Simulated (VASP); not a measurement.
# ScAlN2 (I4_1/amd) in VASP: single point with PBEsol

Aim: the single point of ScAlN2 with PBEsol.

Program: VASP 6.6.1. These are calculated values, not measurements. Logs are shortened: lines on timing, memory, paths and dates and some standing lists are left out, and cuts for length are marked.

**1. The cell of the first run**

It takes space group I4_1/amd (No. 141, tetragonal). Conventional cell: a = 4.350 Å, b = 4.350 Å, c = 8.346 Å, α = 90.00°, β = 90.00°, γ = 90.00°. Sc (site symmetry -4m2) has 6 N at 2.18 Å and 4 Sc at 3.01 Å and 8 Al at 3.01 to 3.08 Å within 3.1 Å. Within 2.6 Å of Al (site symmetry -4m2) lie 6 N at 1.99 to 2.18 Å. Within 2.6 Å of N (site symmetry 2mm) lie 3 Al at 1.99 to 2.18 Å and 3 Sc at 2.18 Å.

**2. Single point, PBEsol**

The input, INCAR:

```
SYSTEM = ScAlN2
PREC = Accurate
ENCUT = 520
EDIFF = 1E-7
ISMEAR = 0
SIGMA = 0.05
LREAL = .FALSE.
LASPH = .TRUE.
NELM = 80
ALGO = Normal
ISIF = 2
LWAVE = .FALSE.
LCHARG = .FALSE.
GGA = PS
ISYM = 0
NBANDS = 34
KPAR = 4
```

The input, KPOINTS:

```
Automatic mesh
0
G
  10 10 10
  0 0 0
```

The input, POSCAR:

```
ScAlN2
1.0
   -2.1748475949      2.1748475949      4.1732326356
    2.1748475949     -2.1748475949      4.1732326356
    2.1748475949      2.1748475949     -4.1732326356
Sc Al N
2 2 4
Direct
    0.7500000000      0.2500000000      0.5000000000
    0.0000000000      0.0000000000      0.0000000000
    0.2500000000      0.7500000000      0.5000000000
    0.5000000000      0.5000000000      0.0000000000
    0.4885064509      0.9885064509      0.5000000000
    0.2614935491      0.2614935491      0.0000000000
    0.0114935491      0.5114935491      0.5000000000
    0.7385064509      0.7385064509      0.0000000000
```

Potentials or basis: VASP PAW PBE potentials, release 64 (Sc_sv, Al, N).

The run is started by

```bash
$ cat potpaw_PBE.64/Sc_sv/POTCAR potpaw_PBE.64/Al/POTCAR potpaw_PBE.64/N/POTCAR > POTCAR
$ mpirun -np 4 vasp_std > vasp.out
```

OUTCAR:

```text
SYSTEM = ScAlN2
   PREC = Accurate
   ENCUT = 520
   EDIFF = 1E-7
   ISMEAR = 0
   LREAL = .FALSE.
   LASPH = .TRUE.
   NELM = 80
   ISIF = 2
   GGA = PS
   ISYM = 0

 ion  position               nearest neighbor table
   1  0.750  0.250  0.500-   6 2.18   8 2.18   6 2.18   8 2.18   7 2.18   5 2.18   2 3.01   2 3.01
                             2 3.01   4 3.01   4 3.01   4 3.01   4 3.01   2 3.01   3 3.08   3 3.08
   2  0.000  0.000  0.000-   7 2.18   5 2.18   7 2.18   5 2.18   6 2.18   8 2.18   1 3.01   1 3.01
                             1 3.01   3 3.01   3 3.01   1 3.01   3 3.01   3 3.01   4 3.08   4 3.08
   3  0.250  0.750  0.500-   5 1.99   7 1.99   6 2.18   8 2.18   6 2.18   8 2.18   2 3.01   2 3.01
                             2 3.01   4 3.01   4 3.01   2 3.01   4 3.01   4 3.01   1 3.08   1 3.08
   4  0.500  0.500  0.000-   6 1.99   8 1.99   7 2.18   5 2.18   7 2.18   5 2.18   1 3.01   1 3.01
                             1 3.01   3 3.01   3 3.01   3 3.01   3 3.01   1 3.01   2 3.08   2 3.08
   5  0.489  0.989  0.500-   3 1.99   4 2.18   2 2.18   2 2.18   4 2.18   1 2.18
   6  0.261  0.261  0.000-   4 1.99   3 2.18   1 2.18   3 2.18   1 2.18   2 2.18
   7  0.011  0.511  0.500-   3 1.99   2 2.18   4 2.18   2 2.18   4 2.18   1 2.18
   8  0.739  0.739  0.000-   4 1.99   1 2.18   3 2.18   1 2.18   3 2.18   2 2.18

IMPORTANT INFORMATION: All symmetrisations will be switched off!
NOSYMM: (Re-)initialisation of all symmetry stuff for point group C_1.

----------------------------------------------------------------------------------------

                                     Primitive cell

  volume of cell :      78.9569

  direct lattice vectors                    reciprocal lattice vectors
    -2.174847595  2.174847595  4.173232636     0.000000000  0.229901167  0.119811198
     2.174847595 -2.174847595  4.173232636     0.229901167  0.000000000  0.119811198
     2.174847595  2.174847595 -4.173232636     0.229901167  0.229901167  0.000000000

  length of vectors
     5.184186991  5.184186991  5.184186991     0.259247507  0.259247507  0.325129348

  position of ions in fractional coordinates (direct lattice)
     0.750000000  0.250000000  0.500000000
     0.000000000  0.000000000  0.000000000
     0.250000000  0.750000000  0.500000000
     0.500000000  0.500000000  0.000000000
     0.488506451  0.988506451  0.500000000
     0.261493549  0.261493549  0.000000000
     0.011493549  0.511493549  0.500000000
     0.738506451  0.738506451  0.000000000

  ion indices of the primitive-cell ions
   primitive index   ion index
                 1           1
                 2           2
                 3           3
                 4           4
                 5           5
                 6           6
                 7           7
                 8           8

----------------------------------------------------------------------------------------

 KPOINTS: Automatic mesh

Automatic generation of k-mesh.
 Grid dimensions read from file:
 generate k-points for:   10   10   10

 Generating k-lattice:

  Cartesian coordinates                     Fractional coordinates (reciprocal lattice)
     0.000000000  0.022990117  0.011981120     0.100000000 -0.000000000  0.000000000
     0.022990117  0.000000000  0.011981120    -0.000000000  0.100000000  0.000000000
     0.022990117  0.022990117  0.000000000     0.000000000  0.000000000  0.100000000

  Length of vectors
     0.025924751  0.025924751  0.032512935

  Shift w.r.t. Gamma in fractional coordinates (k-lattice)
     0.000000000  0.000000000  0.000000000

 Subroutine IBZKPT returns following result:
 ===========================================

 Found    504 irreducible k-points:

 Following reciprocal coordinates:
            Coordinates               Weight
  0.000000  0.000000  0.000000      1.000000
  0.100000  0.000000 -0.000000      2.000000
  0.000000  0.100000 -0.000000      2.000000
  0.000000  0.100000 -0.100000      2.000000
  0.100000  0.000000 -0.100000      2.000000
  0.200000  0.000000 -0.000000      2.000000
[... 16 lines left out ...]
  0.000000  0.200000 -0.100000      2.000000
  0.100000  0.100000 -0.200000      2.000000
 [... further k-points ...]
   k-points           NKPTS =    504   k-points in BZ     NKDIM =    504   number of bands    NBANDS=     34
   number of dos      NEDOS =    301   number of ions     NIONS =      8
   total plane-waves  NPLWV =  64000
   dimension x,y,z NGX =    40 NGY =   40 NGZ =   40
   dimension x,y,z NGXF=    80 NGYF=   80 NGZF=   80
   ions per type =               2   2   4
   NGX,Y,Z   is equivalent  to a cutoff of  12.83, 12.83, 12.83 a.u.
   NGXF,Y,Z  is equivalent  to a cutoff of  25.65, 25.65, 25.65 a.u.
 SYSTEM =  ScAlN2
   PREC   = accura    normal or accurate (medium, high low for compatibility)
   ISTART =      0    job   : 0-new  1-cont  2-samecut
   ICHARG =      2    charge: 1-file 2-atom 10-const
   ISPIN  =      1    spin polarized calculation?
   LNONCOLLINEAR =      F non collinear calculations
   LSORBIT =      F    spin-orbit coupling
   LASPH  =      T    aspherical Exc in radial PAW
   ENCUT  =  520.0 eV  38.22 Ry    6.18 a.u.   9.64  9.64  9.64*2*pi/ulx,y,z
   NELM   =     80;   NELMIN=  2; NELMDL= -5     # of ELM steps
   EDIFF  = 0.1E-06   stopping-criterion for ELM
   LREAL  =      F    real-space projection
   EDIFFG = 0.1E-05   stopping-criterion for IOM
   NSW    =      0    number of steps for IOM
   IBRION =     -1    ionic relax: 0-MD 1-quasi-New 2-CG
   NFREE  =      0    steps in history (QN), initial steepest desc. (CG)
   ISIF   =      2    stress and relaxation
   ISYM   =      0    0-nonsym 1-usesym 2-fastsym
   POTIM  = 0.5000    time-step for ionic-motion
   TEBEG  =    0.0;   TEEND  =   0.0 temperature during run
   PSTRESS=    0.0 pullay stress
   NELECT =      48.0000    total number of electrons
   NUPDOWN=      -1.0000    fix difference up-down
   EMIN   =  10.00;   EMAX   =-10.00  energy-range for DOS
   EFERMI =   0.00;   METHOD = LEGACY
   ISMEAR =     0;   SIGMA  =   0.05  broadening in eV -4-tet -1-fermi 0-gaus
   EFERMI_NEDOS =   21; number of points for ismear=-14 and -15
   IALGO  =     38    algorithm
   IMIX   =      4    mixing-type and parameters
     AMIX     =   0.40;   BMIX     =  1.00
     AMIX_MAG =   1.60;   BMIX_MAG =  1.00
  volume/ion in A,a.u.               =       9.87        66.60
  Fermi-wavevector in a.u.,A,eV,Ry     =   1.386836  2.620740 26.168284  1.923315
  Thomas-Fermi vector in A             =   2.511114
   LORBIT       =      0    0 simple, 1 ext, 2 COOP (PROOUT), +10 PAW based schemes
   GGA     = PS    functional components
   LHFCALC =     F    Hartree Fock is set to
   AEXX    =    0.0000 exact exchange contribution
   IVDW    =     0    specifies the selected vdW correction
   LEPSILON=     F    determine dielectric tensor
   LRPA    =     F    only Hartree local field effects (RPA)
 non-spin polarized calculation
 Gauss-broadening in eV      SIGMA  =   0.05
  energy-cutoff  :      520.00
  volume of cell :       78.96
 maximum number of plane-waves:      2148
   NGX = 19   NGY = 19   NGZ = 19

 number of electron      47.9999996 magnetization

 Free energy of the ion-electron system (eV)
  ---------------------------------------------------
  ext. energy  EPLUGINS =         0.00000000
  ---------------------------------------------------
  free energy    TOTEN  =       -68.47540577 eV

  energy without entropy =      -68.47540577  energy(sigma->0) =      -68.47540577

 E-fermi :   7.6534     XC(G=0): -12.2608

 val. band max:        7.4511499211   @ k =   0.0000   0.0000   0.0000
 cond. band min:       8.2926809573   @ k =   0.5000   0.5000   0.5000
 fundamental gap:      0.8415310363
 Fermi energy:         7.6533757234

 k-point     1 :       0.0000    0.0000    0.0000
  band No.  band energies     occupation
      1     -40.3394      2.00000
      2     -40.2158      2.00000
      3     -19.3936      2.00000
      4     -19.2227      2.00000
      5     -19.2227      2.00000
      6     -19.0478      2.00000
[... 26 lines left out ...]
     33      12.3775      0.00000
     34      12.8355      0.00000

 k-point     2 :       0.1000    0.0000   -0.0000
  band No.  band energies     occupation
      1     -40.3371      2.00000
      2     -40.2180      2.00000
      3     -19.3947      2.00000
      4     -19.2363      2.00000
      5     -19.2260      2.00000
      6     -19.0488      2.00000
[... 26 lines left out ...]
     33      12.6352      0.00000
     34      13.0887      0.00000

 k-point     3 :       0.0000    0.1000   -0.0000
  band No.  band energies     occupation
      1     -40.3371      2.00000
      2     -40.2180      2.00000
      3     -19.3947      2.00000
      4     -19.2363      2.00000
      5     -19.2260      2.00000
      6     -19.0488      2.00000
[... 26 lines left out ...]
     33      12.6352      0.00000
     34      13.0890      0.00000

 k-point     4 :       0.0000    0.1000   -0.1000
  band No.  band energies     occupation
      1     -40.3371      2.00000
      2     -40.2180      2.00000
      3     -19.3947      2.00000
      4     -19.2363      2.00000
      5     -19.2260      2.00000
      6     -19.0488      2.00000
[... 26 lines left out ...]
     33      12.6352      0.00000
     34      13.0888      0.00000

 k-point     5 :       0.1000    0.0000   -0.1000
  band No.  band energies     occupation
      1     -40.3371      2.00000
      2     -40.2180      2.00000
      3     -19.3947      2.00000
      4     -19.2363      2.00000
      5     -19.2260      2.00000
      6     -19.0488      2.00000
[... 621 lines left out ...]
 k-point    22 :       0.1000    0.1000    0.0000
  band No.  band energies     occupation
      1     -40.3334      2.00000
      2     -40.2215      2.00000
      3     -19.3915      2.00000
      4     -19.2557      2.00000
      5     -19.2305      2.00000
      6     -19.0513      2.00000
[... 26 lines left out ...]
     33      12.9762      0.00000
     34      13.1101      0.00000

 k-point    23 :       0.0000    0.2000   -0.1000
  band No.  band energies     occupation
      1     -40.3334      2.00000
      2     -40.2215      2.00000
      3     -19.3915      2.00000
      4     -19.2557      2.00000
      5     -19.2305      2.00000
      6     -19.0513      2.00000
[... 26 lines left out ...]
     33      12.9766      0.00000
     34      13.1110      0.00000

 k-point    24 :       0.1000    0.1000   -0.2000
  band No.  band energies     occupation
      1     -40.3334      2.00000
      2     -40.2215      2.00000
      3     -19.3915      2.00000
      4     -19.2557      2.00000
      5     -19.2305      2.00000
      6     -19.0513      2.00000
[... 26 lines left out ...]
     33      12.9762      0.00000
     34      13.1100      0.00000

 [... further k-points ...]
[... 5 lines left out ...]
  --------------------------------------------------------------------------------------
  -------------------------------------------------------------------------------------
  Total        0.3377045      0.3377024      0.3586797     -0.0000001     -0.0000007      0.0000000
  in kB        6.8526287      6.8525855      7.2782524     -0.0000018     -0.0000139      0.0000008
  external PRESSURE =       6.9944889 kB  Pullay stress =       0.0000000 kB

 VOLUME and BASIS-vectors are now :
 -----------------------------------------------------------------------------
  energy-cutoff  :      520.00
  volume of cell :       78.96
      direct lattice vectors                 reciprocal lattice vectors
    -2.174847595  2.174847595  4.173232636     0.000000000  0.229901167  0.119811198
     2.174847595 -2.174847595  4.173232636     0.229901167  0.000000000  0.119811198
     2.174847595  2.174847595 -4.173232636     0.229901167  0.229901167  0.000000000

 POSITION                                       TOTAL-FORCE (eV/Angst)
 -----------------------------------------------------------------------------------
      0.00000      2.17485      2.08662         0.000001      0.000000     -0.000000
      0.00000      0.00000      0.00000         0.000001     -0.000000     -0.000002
      2.17485      0.00000      2.08662        -0.000000      0.000000     -0.000001
      0.00000      0.00000      4.17323        -0.000000     -0.000000     -0.000000
      2.17485      0.00000      4.07730        -0.000001      0.000000     -0.040865
      0.00000      0.00000      2.18255        -0.000000      0.000000      0.040877
      2.17485      0.00000      0.09593        -0.000000     -0.000000      0.040867
      0.00000      0.00000      6.16392        -0.000000     -0.000000     -0.040876
 -----------------------------------------------------------------------------------
    total drift:                                0.000001      0.000000      0.000005

  FREE ENERGIE OF THE ION-ELECTRON SYSTEM (eV)
  ---------------------------------------------------
  free  energy   TOTEN  =       -68.4754057650 eV

  energy  without entropy=      -68.4754057650  energy(sigma->0) =      -68.47540577
```

It took 13 min on 4 MPI ranks of Oxide Virtual Turin-like, shared host; peak memory 1.1 GiB.

Results:

* Free energy: -68.4754 eV
* Pressure: 0.7 GPa
* Largest force: 0.041 eV/Å
* Band gap on the k mesh: 0.84 eV (least direct gap 0.93 eV)

Forces on the atoms (eV/Å):
```
Sc   0.000  0.000  0.000
Sc   0.000  0.000  0.000
Al   0.000  0.000  0.000
Al   0.000  0.000  0.000
N    0.000  0.000 -0.041
N    0.000  0.000  0.041
N    0.000  0.000  0.041
N    0.000  0.000 -0.041
```

Caveat: the PAW data sets were made with another functional, which shifts forces and pressure a little. A k mesh can miss the band edges.
